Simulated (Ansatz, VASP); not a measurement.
**Two plane-wave programs on Ge**

```
Ge
1.0
     3.81584    0.00000    0.00000
    -1.90792    3.30462    0.00000
     0.00000    0.00000    6.30559
Ge
4
Direct
  0.66667 0.33333 0.06331
  0.33333 0.66667 0.56331
  0.66667 0.33333 0.43669
  0.33333 0.66667 0.93669
```

Change from the starting cell: equal strain along all axes, cell held, atoms relaxed: -4.5 %.

Alike in both runs: functional r2SCAN; k mesh 12 × 12 × 6; occupations gaussian, width 0.01 eV; no spin polarisation.

Ansatz relaxed the structure, and its values are those at the end. VASP's run is a single point on that final structure, the one shown.

|  | VASP | Ansatz |
| --- | --- | --- |
| version | VASP 6.6.1 | Ansatz 0.2.0 |
| potentials or method | VASP PAW PBE potentials, release 64 (Ge_d), cutoff 520 eV | scalar-relativistic, plane waves, PAW |
| valence electrons in the cell | 56 | 56 |

|  | VASP | Ansatz | Ansatz less VASP |
| --- | --- | --- | --- |
| gap on the k mesh at the Fermi level (eV) | 0.40 | 0.42 | +0.019 |
| least direct gap on the mesh (eV) | 0.45 | 0.48 | +0.030 |
| pressure (GPa) | 13.7 | 13.6 | -0.12 |
| rms of the force components (eV/Å) | 0.004 | 0.002 | -0.0027 |

VASP's potentials were made for PBE, not for r2SCAN. Ansatz's warnings: stress scf threshold loose.
